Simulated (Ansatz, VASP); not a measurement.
# Two plane-wave programs on P

```
CELL_PARAMETERS angstrom
1.29771 -2.36444 0.00000
1.29771 2.36444 0.00000
0.00000 0.00000 2.45266
ATOMIC_POSITIONS crystal
P 0.00000 0.00000 0.00000
```

Alike in both runs: task relaxation of cell and atoms; functional PBE; k mesh 24 × 24 × 22; occupations gaussian, width 0.1 eV; no spin polarisation.

|  | VASP | Ansatz |
| --- | --- | --- |
| version | VASP 6.6.1 | Ansatz 0.2.0 |
| potentials or method | VASP PAW PBE potentials, release 64 (P), cutoff 600 eV | scalar-relativistic, plane waves, PAW |
| valence electrons in the cell | 5 | 5 |

```tsv
	VASP	Ansatz	Ansatz less VASP
gap on the k mesh at the Fermi level, each at its own relaxed structure (eV)	none	none	-
relaxed volume (Å³/atom)	14.75	14.78	+0.026
relaxed length of the cell vector where the two differ most in proportion (Å)	2.454	2.456	+0.0020
```

A gap of «none» marks a metal or a gap that the smearing closes.
